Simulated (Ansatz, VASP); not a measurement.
## One calculation of C, two programs

```xyz
2
Lattice="0.0000 2.1291 3.6422 1.2297 0.0000 3.6422 1.2297 2.1291 0.0000" Properties=species:S:1:pos:R:3 pbc="T T T"
C     1.2297    0.7098    3.6422
C     1.2297    3.5485    3.6422
```

Alike in both runs: functional PBEsol; k mesh 15 × 15 × 15; occupations gaussian, width 0.05 eV; no spin polarisation.

Ansatz relaxed the structure, and its values are those at the end. VASP's run is a single point on that final structure, the one shown.

```csv
,VASP,Ansatz
version,VASP 6.6.1,Ansatz 0.2.0
potentials or method,"VASP PAW PBE potentials, release 64 (C)","plane waves, PAW"
plane-wave cutoff (eV),520,420
valence electrons in the cell,8,8
```

```csv
,VASP,Ansatz,Ansatz less VASP
pressure (GPa),0.6,0.0,-0.62
```

VASP's potentials were made for PBE, not for PBEsol. Ansatz's warnings: stress scf threshold loose.
